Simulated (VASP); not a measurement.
Wanted: the native input for a VASP 6.6.1 run.

| Property | Result |
| --- | --- |
| Task | single point |
| Functional | PBEsol |
| Dispersion | D3(BJ) |
| Potentials or basis | VASP PAW PBE potentials, release 64 (Al) |
| Cutoff | 520 eV |
| k mesh | 18 × 18 × 10 |
| Occupations | gaussian, width 0.15 eV |
| Spin | no spin polarisation |
| Dipole correction | no |
| Further INCAR settings | ALGO = Fast; EDIFF = 1e-06; NBANDS = 10 |

The structure of Al lies in POSCAR:

```
Al
1.0
    2.8616733201      0.0000000000      0.0000000000
   -1.4308366600      2.3930337702      0.0000000000
    0.0000000000      0.0000000000      4.8668500000
Al
2
Direct
    0.6666666667      0.3333333333      0.7500000000
    0.3333333333      0.6666666667      0.2500000000
```

This cell differs from its parent crystal: strain +0.0175 x Voigt [1, -1, 0, 0, 0, 0].

One way to write it, as run:

INCAR

```
ALGO = Fast
EDIFF = 1E-6
ENCUT = 520
GGA = PS
ISIF = 2
ISMEAR = 0
IVDW = 12
LASPH = T
LCHARG = T
LELF = T
LREAL = F
LVHAR = T
LWAVE = F
NBANDS = 10
NELM = 100
PREC = Accurate
SIGMA = 0.15
```

KPOINTS

```
k-points
0
Gamma
  18 18 10
```

Potentials or basis: VASP PAW PBE potentials, release 64 (Al).

The run is started by

```console
$ cat potpaw_PBE.64/Al/POTCAR > POTCAR
$ mpirun -np 1 vasp_std > vasp.out
```

It gave:

```yaml
Pressure: -4.3 GPa
Band_gap_on_the_k_mesh: zero (bands 3 and 4 overlap by 6.83 eV)
Dispersion_energy_per_atom: -0.314 eV
```

Caveat: the cell differs from its parent crystal (strain +0.0175 x Voigt [1, -1, 0, 0, 0, 0]); the cell stands under tension; the PAW data sets were made with another functional, which shifts forces and pressure a little.

It took 120 s on 1 thread of Intel(R) Xeon(R) Platinum 8259CL CPU @ 2.50GHz (Skylake/Cascade Lake) (shared host), peak memory 0.27 GiB.
